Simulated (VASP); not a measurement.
# WSe2 (P-6m2) in VASP: a series of runs

Runs on WSe2. Level: PBE+D3(BJ). Tasks: single point.

Everything below comes from runs of VASP 6.6.1. Logs are shortened: lines on timing, memory, paths and dates and some standing lists are left out, and cuts for length are marked.

**1. The cell of the first run**

Symmetry: P-6m2, No. 187, hexagonal system. Conventional cell: a = 3.328 Å, b = 3.328 Å, c = 6.802 Å, α = 90.00°, β = 90.00°, γ = 120.00°. Within 3.5 Å of W (site symmetry -6m2) lie 6 Se at 2.63 Å and 6 W at 3.33 Å. Se (site symmetry 3m) has 3 W at 2.63 Å and 7 Se at 3.21 to 3.33 Å within 3.5 Å.

**2. Single point, PBE+D3(BJ) (c/a of the conventional cell at fixed volume 2.0439)**

The input, INCAR:

```
SYSTEM = WSe2
PREC     = Accurate       ! precision mode
ENCUT    = 520            ! plane-wave cutoff, eV
EDIFF    = 1E-6           ! SCF threshold, eV
ISMEAR   = 0              ! smearing method
SIGMA    = 0.05           ! smearing width, eV
LREAL    = .False.        ! projectors in reciprocal space
LASPH    = .True.         ! aspherical terms in the spheres
NELM     = 60             ! most SCF steps
ALGO     = Normal         ! electronic algorithm
ISIF     = 2              ! what is computed and relaxed
LWAVE    = .False.        ! write WAVECAR
LCHARG   = .True.         ! write CHGCAR
GGA      = PE             ! functional
IVDW     = 12             ! dispersion correction
LELF     = .True.         ! ELF
LVHAR    = .True.       
NBANDS   = 20             ! bands
```

The input, KPOINTS:

```
Automatic mesh
0
Gamma
  9 9 4
  0 0 0
```

The input, POSCAR:

```
WSe2
1.0
    3.3277852269      0.0000000000      0.0000000000
   -1.6638926134      2.8819465448      0.0000000000
    0.0000000000      0.0000000000      6.8016602252
W Se
1 2
Direct
    0.0000000000      0.0000000000      0.0000000000
    0.3333333333      0.6666666667      0.2643480231
    0.3333333333      0.6666666667      0.7356519769
```

Potentials or basis: VASP PAW PBE potentials, release 64 (W_sv, Se).

Command:

```sh
$ cat potpaw_PBE.64/W_sv/POTCAR potpaw_PBE.64/Se/POTCAR > POTCAR
$ mpirun -np 1 vasp_std > vasp.out
```

OUTCAR:

```text
SYSTEM = WSe2
   PREC = Accurate
   ENCUT = 520
   EDIFF = 1E-6
   ISMEAR = 0
   LREAL = .False.
   LASPH = .True.
   NELM = 60
   ISIF = 2
   GGA = PE
   IVDW = 12
 IVDW          = 12

 ion  position               nearest neighbor table
   1  0.000  0.000  0.000-   2 2.63   3 2.63   2 2.63   3 2.63   2 2.63   3 2.63
   2  0.333  0.667  0.264-   1 2.63   1 2.63   1 2.63
   3  0.333  0.667  0.736-   1 2.63   1 2.63   1 2.63

  LATTYP: Found a hexagonal cell.
 ALAT       =     3.3277852269
 C/A-ratio  =     2.0439000000

  Lattice vectors:

 A1 = (   3.3277852269,   0.0000000000,   0.0000000000)
 A2 = (  -1.6638926134,   2.8819465448,   0.0000000000)
 A3 = (   0.0000000000,   0.0000000000,   6.8016602252)

Analysis of symmetry for initial positions (statically):
=====================================================================
 Subroutine PRICEL returns:
 Original cell was already a primitive cell.

 Routine SETGRP: Setting up the symmetry group for a
 hexagonal supercell.

 Subroutine GETGRP returns: Found 12 space group operations
 (whereof 12 operations were pure point group operations)
 out of a pool of 24 trial point group operations.

The static configuration has the point symmetry D_3h.

Analysis of symmetry for dynamics (positions and initial velocities):
=====================================================================
 Subroutine PRICEL returns:
 Original cell was already a primitive cell.

 Routine SETGRP: Setting up the symmetry group for a
 hexagonal supercell.

 Subroutine GETGRP returns: Found 12 space group operations
 (whereof 12 operations were pure point group operations)
 out of a pool of 24 trial point group operations.

The dynamic configuration has the point symmetry D_3h.

 Subroutine INISYM returns: Found 12 space group operations
 (whereof 12 operations are pure point group operations),
 and found     1 'primitive' translations

----------------------------------------------------------------------------------------

                                     Primitive cell

  volume of cell :      65.2313

  direct lattice vectors                    reciprocal lattice vectors
     3.327785227  0.000000000  0.000000000     0.300500162  0.173493849  0.000000000
    -1.663892613  2.881946545  0.000000000     0.000000000  0.346987699  0.000000000
     0.000000000  0.000000000  6.801660225     0.000000000  0.000000000  0.147022928

  length of vectors
     3.327785227  3.327785227  6.801660225     0.346987699  0.346987699  0.147022928

  position of ions in fractional coordinates (direct lattice)
     0.000000000  0.000000000  0.000000000
     0.333333333  0.666666667  0.264348023
     0.333333333  0.666666667  0.735651977

  ion indices of the primitive-cell ions
   primitive index   ion index
                 1           1
                 2           2
                 3           3

----------------------------------------------------------------------------------------

 KPOINTS: Automatic mesh

Automatic generation of k-mesh.
 Grid dimensions read from file:
 generate k-points for:    9    9    4

 Generating k-lattice:

  Cartesian coordinates                     Fractional coordinates (reciprocal lattice)
     0.033388907  0.019277094  0.000000000     0.111111111 -0.000000000  0.000000000
     0.000000000  0.038554189  0.000000000     0.000000000  0.111111111  0.000000000
     0.000000000  0.000000000  0.036755732     0.000000000  0.000000000  0.250000000

  Length of vectors
     0.038554189  0.038554189  0.036755732

  Shift w.r.t. Gamma in fractional coordinates (k-lattice)
     0.000000000  0.000000000  0.000000000

 Subroutine IBZKPT returns following result:
 ===========================================

 Found     36 irreducible k-points:

 Following reciprocal coordinates:
            Coordinates               Weight
  0.000000  0.000000  0.000000      1.000000
  0.111111  0.000000  0.000000      6.000000
  0.222222  0.000000  0.000000      6.000000
  0.333333  0.000000  0.000000      6.000000
  0.444444  0.000000  0.000000      6.000000
  0.111111  0.111111  0.000000      6.000000
[... 16 lines left out ...]
  0.333333  0.222222  0.250000     24.000000
  0.333333  0.333333  0.250000      4.000000
 [... further k-points ...]
   k-points           NKPTS =     36   k-points in BZ     NKDIM =     36   number of bands    NBANDS=     20
   number of dos      NEDOS =    301   number of ions     NIONS =      3
   total plane-waves  NPLWV =  42336
   dimension x,y,z NGX =    28 NGY =   28 NGZ =   54
   dimension x,y,z NGXF=    56 NGYF=   56 NGZF=  108
   ions per type =               1   2
   NGX,Y,Z   is equivalent  to a cutoff of  13.99, 13.99, 13.20 a.u.
   NGXF,Y,Z  is equivalent  to a cutoff of  27.98, 27.98, 26.40 a.u.
 SYSTEM =  WSe2
   PREC   = accura    normal or accurate (medium, high low for compatibility)
   ISTART =      0    job   : 0-new  1-cont  2-samecut
   ICHARG =      2    charge: 1-file 2-atom 10-const
   ISPIN  =      1    spin polarized calculation?
   LNONCOLLINEAR =      F non collinear calculations
   LSORBIT =      F    spin-orbit coupling
   LASPH  =      T    aspherical Exc in radial PAW
   ENCUT  =  520.0 eV  38.22 Ry    6.18 a.u.   6.19  6.19 12.65*2*pi/ulx,y,z
   NELM   =     60;   NELMIN=  2; NELMDL= -5     # of ELM steps
   EDIFF  = 0.1E-05   stopping-criterion for ELM
   LREAL  =      F    real-space projection
   EDIFFG = 0.1E-04   stopping-criterion for IOM
   NSW    =      0    number of steps for IOM
   IBRION =     -1    ionic relax: 0-MD 1-quasi-New 2-CG
   NFREE  =      0    steps in history (QN), initial steepest desc. (CG)
   ISIF   =      2    stress and relaxation
   ISYM   =      2    0-nonsym 1-usesym 2-fastsym
   POTIM  = 0.5000    time-step for ionic-motion
   TEBEG  =    0.0;   TEEND  =   0.0 temperature during run
   PSTRESS=    0.0 pullay stress
   NELECT =      26.0000    total number of electrons
   NUPDOWN=      -1.0000    fix difference up-down
   EMIN   =  10.00;   EMAX   =-10.00  energy-range for DOS
   EFERMI =   0.00;   METHOD = LEGACY
   ISMEAR =     0;   SIGMA  =   0.05  broadening in eV -4-tet -1-fermi 0-gaus
   EFERMI_NEDOS =   21; number of points for ismear=-14 and -15
   IALGO  =     38    algorithm
   IMIX   =      4    mixing-type and parameters
     AMIX     =   0.40;   BMIX     =  1.00
     AMIX_MAG =   1.60;   BMIX_MAG =  1.00
  volume/ion in A,a.u.               =      21.74       146.73
  Fermi-wavevector in a.u.,A,eV,Ry     =   1.204797  2.276736 19.749346  1.451536
  Thomas-Fermi vector in A             =   2.340512
   LORBIT       =      0    0 simple, 1 ext, 2 COOP (PROOUT), +10 PAW based schemes
   GGA     = PE    functional components
   LHFCALC =     F    Hartree Fock is set to
   AEXX    =    0.0000 exact exchange contribution
   IVDW    =    12    specifies the selected vdW correction
   LEPSILON=     F    determine dielectric tensor
   LRPA    =     F    only Hartree local field effects (RPA)
 non-spin polarized calculation
 Gauss-broadening in eV      SIGMA  =   0.05
  energy-cutoff  :      520.00
  volume of cell :       65.23
 maximum number of plane-waves:      1768
 NGX is ok and might be reduce to    28
   NGX = 13   NGY = 13   NGZ = 25

 number of electron      25.9999998 magnetization

 Free energy of the ion-electron system (eV)
  ---------------------------------------------------
  ext. energy  EPLUGINS =         0.00000000
  ---------------------------------------------------
  free energy    TOTEN  =       -21.22951809 eV

  energy without entropy =      -21.22951809  energy(sigma->0) =      -21.22951809

 E-fermi :   5.6679     XC(G=0): -10.4190

 val. band max:        5.4226796144   @ k =   0.3333   0.3333   0.5000
 cond. band min:       6.2784254103   @ k =   0.2222   0.1111   0.0000
 fundamental gap:      0.8557457959
 Fermi energy:         5.6678756925

 k-point     1 :       0.0000    0.0000    0.0000
  band No.  band energies     occupation
      1     -68.9347      2.00000
      2     -33.1244      2.00000
      3     -32.9815      2.00000
      4     -32.9815      2.00000
      5      -9.2203      2.00000
      6      -7.9626      2.00000
[... 12 lines left out ...]
     19      13.6124      0.00000
     20      13.7214      0.00000

 k-point     2 :       0.1111    0.0000    0.0000
  band No.  band energies     occupation
      1     -68.9337      2.00000
      2     -33.1206      2.00000
      3     -33.0038      2.00000
      4     -32.9868      2.00000
      5      -9.0538      2.00000
      6      -7.8651      2.00000
[... 12 lines left out ...]
     19      13.7786      0.00000
     20      14.5316      0.00000

 k-point     3 :       0.2222    0.0000    0.0000
  band No.  band energies     occupation
      1     -68.9313      2.00000
      2     -33.1107      2.00000
      3     -33.0599      2.00000
      4     -33.0004      2.00000
      5      -8.5929      2.00000
      6      -7.5978      2.00000
[... 12 lines left out ...]
     19      13.2866      0.00000
     20      14.4561      0.00000

 k-point     4 :       0.3333    0.0000    0.0000
  band No.  band energies     occupation
      1     -68.9285      2.00000
      2     -33.1230      2.00000
      3     -33.0995      2.00000
      4     -33.0157      2.00000
      5      -7.9712      2.00000
      6      -7.2476      2.00000
[... 12 lines left out ...]
     19      12.0717      0.00000
     20      13.4027      0.00000

 k-point     5 :       0.4444    0.0000    0.0000
  band No.  band energies     occupation
      1     -68.9267      2.00000
      2     -33.1638      2.00000
      3     -33.0922      2.00000
      4     -33.0257      2.00000
      5      -7.4739      2.00000
      6      -6.9820      2.00000
[... 12 lines left out ...]
     19      11.3355      0.00000
     20      12.9104      0.00000
[... 353 lines left out ...]
      6      -6.9545      2.00000
[... 12 lines left out ...]
     19      12.6894      0.00000
     20      13.2594      0.00000

 k-point    22 :       0.2222    0.2222    0.2500
  band No.  band energies     occupation
      1     -68.9273      2.00000
      2     -33.1266      2.00000
      3     -33.0946      2.00000
      4     -33.0468      2.00000
      5      -7.5930      2.00000
      6      -7.1693      2.00000
[... 12 lines left out ...]
     19      13.0486      0.00000
     20      13.7874      0.00000

 k-point    23 :       0.3333    0.2222    0.2500
  band No.  band energies     occupation
      1     -68.9260      2.00000
      2     -33.1412      2.00000
      3     -33.0889      2.00000
      4     -33.0713      2.00000
      5      -7.2370      2.00000
      6      -6.8950      2.00000
[... 12 lines left out ...]
     19      12.3053      0.00000
     20      13.9951      0.00000

 k-point    24 :       0.3333    0.3333    0.2500
  band No.  band energies     occupation
      1     -68.9255      2.00000
      2     -33.1200      2.00000
      3     -33.1063      2.00000
      4     -33.0870      2.00000
      5      -7.1171      2.00000
      6      -6.7874      2.00000
[... 12 lines left out ...]
     19      11.6155      0.00000
     20      14.4546      0.00000

 [... further k-points ...]

------------------------ aborting loop because EDIFF is reached ----------------------------------------

 Edisp (eV)   -1.29536

 E8    (eV) :    -0.5772

  FORCE on cell =-STRESS in cart. coord.  units (eV):
  Direction    XX          YY          ZZ          XY          YZ          ZX
  --------------------------------------------------------------------------------------
  -------------------------------------------------------------------------------------
  Total      -3.34826    -3.34826    -5.28661    -0.00000    -0.00000     0.00000
  in kB     -82.23827   -82.23827  -129.84689    -0.00000    -0.00000     0.00000
  external pressure =      -98.11 kB  Pullay stress =        0.00 kB

 VOLUME and BASIS-vectors are now :
 -----------------------------------------------------------------------------
  energy-cutoff  :      520.00
  volume of cell :       65.23
      direct lattice vectors                 reciprocal lattice vectors
     3.327785227  0.000000000  0.000000000     0.300500162  0.173493849  0.000000000
    -1.663892613  2.881946545  0.000000000     0.000000000  0.346987699  0.000000000
     0.000000000  0.000000000  6.801660225     0.000000000  0.000000000  0.147022928

 POSITION                                       TOTAL-FORCE (eV/Angst)
 -----------------------------------------------------------------------------------
      0.00000      0.00000      0.00000        -0.000000     -0.000000      0.000000
     -0.00000      1.92130      1.79801         0.000000      0.000000     -2.151908
     -0.00000      1.92130      5.00365         0.000000      0.000000      2.151908
 -----------------------------------------------------------------------------------
    total drift:                                0.000000     -0.000000     -0.000000

  FREE ENERGIE OF THE ION-ELECTRON SYSTEM (eV)
  ---------------------------------------------------
  free  energy   TOTEN  =       -22.5248819907 eV

  energy  without entropy=      -22.5248819907  energy(sigma->0) =      -22.52488199
```

Run time: 56 s. Hardware: 1 thread of Intel Xeon Platinum 8375C at 2.90GHz (Ice Lake), shared host; peak memory 0.23 GiB.

Results:

- Free energy: -22.5249 eV
- Pressure: -9.8 GPa
- Largest force: 2.152 eV/Å
- Band gap on the k mesh: 0.86 eV, indirect (least direct gap 1.64 eV)
- Dispersion energy per atom: -0.432 eV

Forces in eV/Å, atoms in the order of the input:
```
W    0.000  0.000  0.000
Se   0.000  0.000 -2.152
Se   0.000  0.000  2.152
```

Levels at points of the mesh, in eV from the valence-band top:
| k point | band 10 | band 11 | band 12 | band 13 | band 14 | band 15 | band 16 | band 17 |
| --- | --- | --- | --- | --- | --- | --- | --- | --- |
| (0.00, 0.00, 0.00) | -1.25 | -1.10 | -0.94 | -0.94 | 2.41 | 2.41 | 2.72 | 2.72 |
| (0.00, 0.00, 0.50) | -1.92 | -1.01 | -1.01 | -0.09 | 2.48 | 2.48 | 2.71 | 2.71 |

Caveat: spin-orbit coupling is left out, which moves the levels of the heavy elements; forces of over 1 eV/Å act on the atoms, so gaps and moduli don't describe the material at rest. A k mesh can miss the band edges.

**3. Single point, PBE+D3(BJ) (c/a of the conventional cell at fixed volume 2.1365)**

The input, INCAR:

```
PREC = Accurate ; ENCUT = 520
EDIFF = 1E-6 ; ISMEAR = 0
SIGMA = 0.05 ; LREAL = False
LASPH = True ; NELM = 60
ALGO = Normal ; ISIF = 2
LWAVE = False ; LCHARG = False
GGA = PE ; IVDW = 12
NBANDS = 20
```

The input, KPOINTS:

```
regular mesh
0
Gamma
  9 9 4
```

The input, POSCAR:

```
WSe2
1.0
    3.2789854936      0.0000000000      0.0000000000
   -1.6394927468      2.8396847361      0.0000000000
    0.0000000000      0.0000000000      7.0056191088
W Se
1 2
Direct
    0.0000000000      0.0000000000      0.0000000000
    0.3333333333      0.6666666667      0.2762384783
    0.3333333333      0.6666666667      0.7237615217
```

Potentials or basis: VASP PAW PBE potentials, release 64 (W_sv, Se).

Command:

```sh
$ cat potpaw_PBE.64/W_sv/POTCAR potpaw_PBE.64/Se/POTCAR > POTCAR
$ mpirun -np 1 vasp_std > vasp.out
```

Run time: 35 s. Hardware: 1 thread of Intel Xeon Platinum 8375C at 2.90GHz (Ice Lake), shared host; peak memory 0.21 GiB.

Results (log left out):

- Free energy: -21.9360 eV
- Pressure: -14.1 GPa
- Largest force: 3.364 eV/Å
- Band gap on the k mesh: 0.48 eV, indirect (least direct gap 1.18 eV)
- Dispersion energy per atom: -0.432 eV

Forces on the atoms (eV/Å):
```
W    0.000  0.000  0.000
Se   0.000  0.000 -3.364
Se   0.000  0.000  3.364
```

Stress tensor (GPa, compression positive):
```
 -8.55   0.00   0.00
  0.00  -8.55   0.00
  0.00   0.00 -25.26
```

Levels at points of the mesh, in eV from the valence-band top:
| k point | band 11 | band 12 | band 13 | band 14 | band 15 | band 16 |
| --- | --- | --- | --- | --- | --- | --- |
| (0.00, 0.00, 0.00) | -1.39 | -0.37 | -0.37 | 2.28 | 2.28 | 2.79 |
| (0.00, 0.00, 0.50) | -0.49 | -0.46 | -0.46 | 2.52 | 2.52 | 2.62 |

Caveat: spin-orbit coupling is left out, which moves the levels of the heavy elements; forces of over 1 eV/Å act on the atoms, so gaps and moduli don't describe the material at rest. A k mesh can miss the band edges.

**4. Single point, PBE+D3(BJ) (c/a of the conventional cell at fixed volume 2.0439)**

The input, INCAR:

```
ALGO = Normal
EDIFF = 1E-7
ENCUT = 520
GGA = PE
ISIF = 2
ISMEAR = 0
IVDW = 12
LASPH = True
LCHARG = True
LELF = True
LREAL = False
LVHAR = True
LWAVE = False
NBANDS = 20
NELM = 100
PREC = Accurate
SIGMA = 0.05
```

The input, KPOINTS:

```
k-points
0
Gamma
  9 9 4
```

The input, POSCAR:

```
WSe2
1.0
    3.3277852269      0.0000000000      0.0000000000
   -1.6638926134      2.8819465448      0.0000000000
    0.0000000000      0.0000000000      6.8016602252
W Se
1 2
Direct
    0.0000000000      0.0000000000      0.0000000000
    0.3333333333      0.6666666667      0.2167576539
    0.3333333333      0.6666666667      0.7832423461
```

Command:

```sh
$ cat potpaw_PBE.64/W_sv/POTCAR potpaw_PBE.64/Se/POTCAR > POTCAR
$ mpirun -np 1 vasp_std > vasp.out
```

Wall time 53 s (1 thread of Intel Xeon Platinum 8375C at 2.90GHz (Ice Lake), shared host); peak memory 0.22 GiB.

Results (log left out):

* Free energy: -22.0455 eV
* Pressure: 17.4 GPa
* Largest force: 4.405 eV/Å
* Band gap on the k mesh: zero (band 13 reaches 6.00 eV, above the bottom of band 14 at 5.96 eV)
* Dispersion energy per atom: -0.433 eV

Forces on the atoms (eV/Å):
```
W    0.000  0.000  0.000
Se   0.000  0.000  4.405
Se   0.000  0.000 -4.405
```

Stress tensor (GPa, compression positive):
```
10.76  0.00  0.00
 0.00 10.76  0.00
 0.00  0.00 30.82
```

Levels at points of the mesh, in eV from the Fermi level:
```
           k point  band 11  band 12  band 13  band 14  band 15  band 16
(0.00, 0.00, 0.00)    -2.78    -1.40    -0.77     2.28     2.28     2.89
(0.00, 0.00, 0.50)    -2.80    -2.80     0.08     2.22     2.22     2.98
```

Caveat: spin-orbit coupling is left out, which moves the levels of the heavy elements; forces of over 1 eV/Å act on the atoms, so gaps and moduli don't describe the material at rest.
